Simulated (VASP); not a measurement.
# W (Pm-3m) in VASP: a series of runs

The runs below take W through single point, with revPBE.

All numbers are computed with VASP 6.6.1; they aren't measurements. Logs are shortened: lines on timing, memory, paths and dates and some standing lists are left out, and cuts for length are marked.

**1. The cell of the first run**

Symmetry: Pm-3m, No. 221, cubic system. The conventional cell has a = 2.536 Å, b = 2.536 Å, c = 2.536 Å, α = 90.00°, β = 90.00°, γ = 90.00°. Within 3.3 Å of W (site symmetry m-3m) lie 6 W at 2.54 Å.

**2. Single point, revPBE (volume scaled by 0.88)**

INCAR

```
SYSTEM = W
PREC     = Accurate       ! precision mode
ENCUT    = 520            ! plane-wave cutoff, eV
EDIFF    = 1E-6           ! SCF threshold, eV
ISMEAR   = -1             ! smearing method
SIGMA    = 0.1            ! smearing width, eV
LREAL    = .False.        ! projectors in reciprocal space
LASPH    = .True.         ! aspherical terms in the spheres
NELM     = 100            ! most SCF steps
ALGO     = Normal         ! electronic algorithm
ISIF     = 2              ! what is computed and relaxed
LWAVE    = .False.        ! write WAVECAR
LCHARG   = .True.         ! write CHGCAR
GGA      = RE             ! functional
LELF     = .True.         ! ELF
LVHAR    = .True.       
NBANDS   = 13             ! bands
```

KPOINTS

```
regular mesh
0
Gamma
  13 13 13
  0 0 0
```

POSCAR

```
W
1.0
    2.5361707164      0.0000000000      0.0000000000
    0.0000000000      2.5361707164      0.0000000000
    0.0000000000      0.0000000000      2.5361707164
W
1
Direct
    0.0000000000      0.0000000000      0.0000000000
```

Potentials or basis: VASP PAW PBE potentials, release 64 (W_sv).

Launch:

```console
> cat potpaw_PBE.64/W_sv/POTCAR > POTCAR
> mpirun -np 1 vasp_std > vasp.out
```

OUTCAR:

```text
SYSTEM = W
   PREC = Accurate
   ENCUT = 520
   EDIFF = 1E-6
   ISMEAR = -1
   LREAL = .False.
   LASPH = .True.
   NELM = 100
   ISIF = 2
   GGA = RE

 ion  position               nearest neighbor table
   1  0.000  0.000  0.000-

  LATTYP: Found a simple cubic cell.
 ALAT       =     2.5361707164

  Lattice vectors:

 A1 = (   2.5361707164,   0.0000000000,   0.0000000000)
 A2 = (   0.0000000000,   2.5361707164,   0.0000000000)
 A3 = (   0.0000000000,   0.0000000000,   2.5361707164)

Analysis of symmetry for initial positions (statically):
=====================================================================
 Subroutine PRICEL returns:
 Original cell was already a primitive cell.

 Routine SETGRP: Setting up the symmetry group for a
 simple cubic supercell.

 Subroutine GETGRP returns: Found 48 space group operations
 (whereof 48 operations were pure point group operations)
 out of a pool of 48 trial point group operations.

The static configuration has the point symmetry O_h .

Analysis of symmetry for dynamics (positions and initial velocities):
=====================================================================
 Subroutine PRICEL returns:
 Original cell was already a primitive cell.

 Routine SETGRP: Setting up the symmetry group for a
 simple cubic supercell.

 Subroutine GETGRP returns: Found 48 space group operations
 (whereof 48 operations were pure point group operations)
 out of a pool of 48 trial point group operations.

The dynamic configuration has the point symmetry O_h .

 Subroutine INISYM returns: Found 48 space group operations
 (whereof 48 operations are pure point group operations),
 and found     1 'primitive' translations

----------------------------------------------------------------------------------------

                                     Primitive cell

  volume of cell :      16.3131

  direct lattice vectors                    reciprocal lattice vectors
     2.536170716  0.000000000  0.000000000     0.394295224  0.000000000  0.000000000
     0.000000000  2.536170716  0.000000000     0.000000000  0.394295224  0.000000000
     0.000000000  0.000000000  2.536170716     0.000000000  0.000000000  0.394295224

  length of vectors
     2.536170716  2.536170716  2.536170716     0.394295224  0.394295224  0.394295224

  position of ions in fractional coordinates (direct lattice)
     0.000000000  0.000000000  0.000000000

  ion indices of the primitive-cell ions
   primitive index   ion index
                 1           1

[... 78 lines left out ...]
   ISYM   =      2    0-nonsym 1-usesym 2-fastsym
   POTIM  = 0.5000    time-step for ionic-motion
   TEBEG  =    0.0;   TEEND  =   0.0 temperature during run
   PSTRESS=    0.0 pullay stress
   NELECT =      14.0000    total number of electrons
   NUPDOWN=      -1.0000    fix difference up-down
   EMIN   =  10.00;   EMAX   =-10.00  energy-range for DOS
   EFERMI =   0.00;   METHOD = LEGACY
   ISMEAR =    -1;   SIGMA  =   0.10  broadening in eV -4-tet -1-fermi 0-gaus
   EFERMI_NEDOS =   21; number of points for ismear=-14 and -15
   IALGO  =     38    algorithm
   IMIX   =      4    mixing-type and parameters
     AMIX     =   0.40;   BMIX     =  1.00
     AMIX_MAG =   1.60;   BMIX_MAG =  1.00
  volume/ion in A,a.u.               =      16.31       110.09
  Fermi-wavevector in a.u.,A,eV,Ry     =   1.555747  2.939936 32.930852  2.420349
  Thomas-Fermi vector in A             =   2.659643
   LORBIT       =      0    0 simple, 1 ext, 2 COOP (PROOUT), +10 PAW based schemes
   GGA     = RE    functional components
   LHFCALC =     F    Hartree Fock is set to
   AEXX    =    0.0000 exact exchange contribution
   IVDW    =     0    specifies the selected vdW correction
   LEPSILON=     F    determine dielectric tensor
   LRPA    =     F    only Hartree local field effects (RPA)
 non-spin polarized calculation
  energy-cutoff  :      520.00
  volume of cell :       16.31
 maximum number of plane-waves:       461
 NGX is ok and might be reduce to    20
   NGX =  9   NGY =  9   NGZ =  9

 number of electron      13.9999997 magnetization

 Free energy of the ion-electron system (eV)
  ---------------------------------------------------
  ext. energy  EPLUGINS =         0.00000000
  ---------------------------------------------------
  free energy    TOTEN  =       -10.87686643 eV

  energy without entropy =      -10.85824550  energy(sigma->0) =      -10.86755597

 E-fermi :  11.0563     XC(G=0): -13.2915

 val. band max:       10.8923451153   @ k =   0.4615   0.3846   0.1538
 cond. band min:      11.1178511554   @ k =   0.3846   0.3077   0.1538
 fundamental gap:      0.2255060401
 Fermi energy:        11.0562723564

 k-point     1 :       0.0000    0.0000    0.0000
  band No.  band energies     occupation
      1     -63.0683      2.00000
      2     -26.4864      2.00000
      3     -26.4864      2.00000
      4     -26.4864      2.00000
      5       1.8244      2.00000
      6       5.9943      2.00000
      7       5.9943      2.00000
      8      16.4901      0.00000
      9      16.4901      0.00000
     10      16.4902      0.00000
     11      26.6816      0.00000
     12      26.6816      0.00000
     13      26.6816      0.00000
[... 354 lines left out ...]
  band No.  band energies     occupation
      1     -62.8329      2.00000
      2     -27.9064      2.00000
      3     -27.5361      2.00000
      4     -26.2333      2.00000
      5       5.8780      2.00000
      6       7.1679      2.00000
      7      11.9424      0.00028
      8      12.9743      0.00000
      9      13.8679      0.00000
     10      13.8767      0.00000
     11      21.5934      0.00000
     12      25.6620      0.00000
     13      29.1885      0.00000

 [... further k-points ...]

------------------------ aborting loop because EDIFF is reached ----------------------------------------

  FORCE on cell =-STRESS in cart. coord.  units (eV):
  Direction    XX          YY          ZZ          XY          YZ          ZX
  --------------------------------------------------------------------------------------
  -------------------------------------------------------------------------------------
  Total        3.5701360      3.5701360      3.5701360     -0.0000000     -0.0000000      0.0000000
  in kB      350.6387379    350.6387379    350.6387379     -0.0000000     -0.0000000      0.0000000
  external PRESSURE =     350.6387379 kB  Pullay stress =       0.0000000 kB

 VOLUME and BASIS-vectors are now :
 -----------------------------------------------------------------------------
  energy-cutoff  :      520.00
  volume of cell :       16.31
      direct lattice vectors                 reciprocal lattice vectors
     2.536170716  0.000000000  0.000000000     0.394295224  0.000000000  0.000000000
     0.000000000  2.536170716  0.000000000     0.000000000  0.394295224  0.000000000
     0.000000000  0.000000000  2.536170716     0.000000000  0.000000000  0.394295224

 POSITION                                       TOTAL-FORCE (eV/Angst)
 -----------------------------------------------------------------------------------
      0.00000      0.00000      0.00000         0.000000      0.000000      0.000000
 -----------------------------------------------------------------------------------
    total drift:                               -0.000000      0.000000      0.000000

  FREE ENERGIE OF THE ION-ELECTRON SYSTEM (eV)
  ---------------------------------------------------
  free  energy   TOTEN  =       -10.8768664347 eV

  energy  without entropy=      -10.8582454987  energy(sigma->0) =      -10.86755597
```

It took 15 s on 1 thread of Intel Xeon 8259CL, shared host; peak memory 0.14 GiB.

Results:

| Property | Result |
| --- | --- |
| Free energy | -10.8769 eV |
| Pressure | 35.1 GPa |
| Band gap on the k mesh | zero (band 7 reaches 13.09 eV, above the bottom of band 8 at 10.12 eV) |

Caveat: the PAW data sets were made with another functional, which shifts forces and pressure a little; spin-orbit coupling is left out, which moves the levels of the heavy elements.

**3. Single point, revPBE (volume scaled by 0.92)**

INCAR

```
  PREC = Accurate
  ENCUT = 520
  EDIFF = 1E-7
  ISMEAR = -1
  SIGMA = 0.1
  LREAL = F
  LASPH = T
  NELM = 60
  ALGO = Normal
  ISIF = 2
  LWAVE = F
  LCHARG = F
  GGA = RE
  NBANDS = 13
```

KPOINTS

```
Automatic mesh
0
Gamma
  13 13 13
```

POSCAR

```
W
1.0
    2.5740295922      0.0000000000      0.0000000000
    0.0000000000      2.5740295922      0.0000000000
    0.0000000000      0.0000000000      2.5740295922
W
1
Direct
    0.0000000000      0.0000000000      0.0000000000
```

Potentials or basis: VASP PAW PBE potentials, release 64 (W_sv).

Launch:

```console
> cat potpaw_PBE.64/W_sv/POTCAR > POTCAR
> mpirun -np 1 vasp_std > vasp.out
```

Run time: 17 s. Hardware: 1 thread of Intel Xeon 8259CL, shared host; peak memory 0.13 GiB.

The run converged. Its results:

- Free energy: -11.0051 eV
- Pressure: 20.7 GPa
- Band gap on the k mesh: zero (band 7 reaches 12.38 eV, above the bottom of band 8 at 9.55 eV)

Levels at points of the mesh, in eV from the Fermi level:
```
           k point  band 3  band 4  band 5  band 6  band 7  band 8  band 9  band 10  band 11  band 12
(0.00, 0.00, 0.00)  -37.64  -37.64   -9.00   -4.79   -4.79    5.12    5.12     5.12    15.22    15.22
```

Caveat: the PAW data sets were made with another functional, which shifts forces and pressure a little; spin-orbit coupling is left out, which moves the levels of the heavy elements.
